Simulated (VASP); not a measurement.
The system is La.

```
CELL_PARAMETERS angstrom
3.77000 0.00000 0.00000
-1.88500 3.26492 0.00000
0.00000 0.00000 12.15900
ATOMIC_POSITIONS crystal
La 0.00000 0.00000 0.00000
La 0.00000 0.00000 0.50000
La 0.33333 0.66667 0.75000
La 0.66667 0.33333 0.25000
```

```yaml
Program: VASP 6.6.1
Task: relaxation of cell and atoms
Functional: LDA
Potentials_or_basis: VASP PAW LDA potentials, release 64 (La)
Cutoff: 600 eV
k_mesh: 8 × 8 × 2
Occupations: fermi-dirac, width 0.05 eV
Spin: no spin polarisation
```

At the start: pressure -3.7 GPa; volume 37.42 Å³/atom.

**Question.** How do energy, volume and symmetry change on relaxing?

**Answer.** Over 29 steps the energy falls by 67.6 meV/atom and the volume is 32.13 Å³/atom (-14.1 %); space group P6_3/mmc (No. 194, to 0.1 Å) before and after.

Step by step:
```tsv
step	energy change (eV)	largest force (eV/Å)	pressure (GPa)	volume (Å³)
1	0.0000	0.0000	-3.70	149.66
2	-0.2617	0.0000	-0.61	131.72
3	-0.2691	0.0000	-0.30	129.45
4	-0.2613	0.0000	0.82	124.97
5	-0.2700	0.0000	0.03	128.21
6	-0.2699	0.0000	-0.22	128.62
7	-0.2702	0.0000	-0.05	128.56
8	-0.2703	0.0000	-0.02	128.52
9	-0.2702	0.0000	-0.05	128.45
10	-0.2703	0.0000	-0.12	128.49
11	-0.2703	0.0000	0.04	128.51
12	-0.2703	0.0000	0.04	128.51
13	-0.2703	0.0000	-0.01	128.52
14	-0.2703	0.0000	0.03	128.52
15	-0.2702	0.0000	-0.18	128.63
16	-0.2703	0.0000	-0.22	128.54
17	-0.2703	0.0000	-0.26	128.53
18	-0.2703	0.0000	-0.12	128.53
19	-0.2703	0.0000	0.02	128.53
20	-0.2703	0.0000	-0.03	128.53
21	-0.2703	0.0000	-0.19	128.53
22	-0.2703	0.0000	-0.13	128.53
23	-0.2703	0.0000	-0.08	128.53
24	-0.2703	0.0000	-0.07	128.53
25	-0.2703	0.0000	-0.12	128.53
26	-0.2703	0.0000	-0.10	128.53
27	-0.2703	0.0000	-0.08	128.53
28	-0.2703	0.0000	-0.04	128.53
29	-0.2703	0.0000	-0.02	128.53
```

Final structure:
```yaml
crystal:
  lattice:
    - [3.58631, 0.00000, 0.00000]
    - [-1.79315, 3.10583, 0.00000]
    - [0.00000, 0.00000, 11.53893]
  atoms:
    - { symbol: La, position: [0.00000, 0.00000, 0.00000] }
    - { symbol: La, position: [0.00000, 0.00000, 0.50000] }
    - { symbol: La, position: [0.33333, 0.66667, 0.75000] }
    - { symbol: La, position: [0.66667, 0.33333, 0.25000] }
```
